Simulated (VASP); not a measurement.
PtS2:

```
Pt S
1.0
     3.60376    0.00000    0.00000
    -1.80188    3.12095    0.00000
     0.00000    0.00000    4.96336
Pt S
1 2
Direct
  0.00000 0.00000 0.00000
  0.33333 0.66667 0.24389
  0.66667 0.33333 0.75611
```

| Property | Result |
| --- | --- |
| Program | VASP 6.6.1 |
| Task | relaxation of shape and atoms at fixed volume |
| Functional | PBEsol |
| Potentials or basis | VASP PAW PBE potentials, release 64 (Pt, S) |
| Cutoff | 600 eV |
| k mesh | 12 × 12 × 8 |
| Occupations | gaussian, width 0.02 eV |
| Spin | no spin polarisation |

At the start: pressure -4.5 GPa; volume 18.61 Å³/atom.

Task: How do energy, volume and symmetry change on relaxing?

Result: Over 6 steps the energy falls by 7.4 meV/atom; space group P-3m1 (No. 164, to 0.1 Å) before and after.

The path:
```
step  energy change (eV)  largest force (eV/Å)  pressure (GPa)  volume (Å³)
   1              0.0000                0.3692           -4.54        55.82
   2             -0.0142                0.1809           -2.92        55.82
   3             -0.0204                0.0410           -1.01        55.82
   4             -0.0205                0.0665           -0.79        55.82
   5             -0.0219                0.0265           -0.61        55.82
   6             -0.0221                0.0035           -0.49        55.82
```

Final structure:
```
Pt S
1.0
     3.55908    0.00000    0.00000
    -1.77954    3.08226    0.00000
     0.00000    0.00000    5.08875
Pt S
1 2
Direct
  0.00000 0.00000 0.00000
  0.33333 0.66667 0.23660
  0.66667 0.33333 0.76340
```

Where two steps share one volume, the run began anew on that cell with a basis built for it.

Caveat: the PAW data sets were made with another functional, which shifts forces and pressure a little.
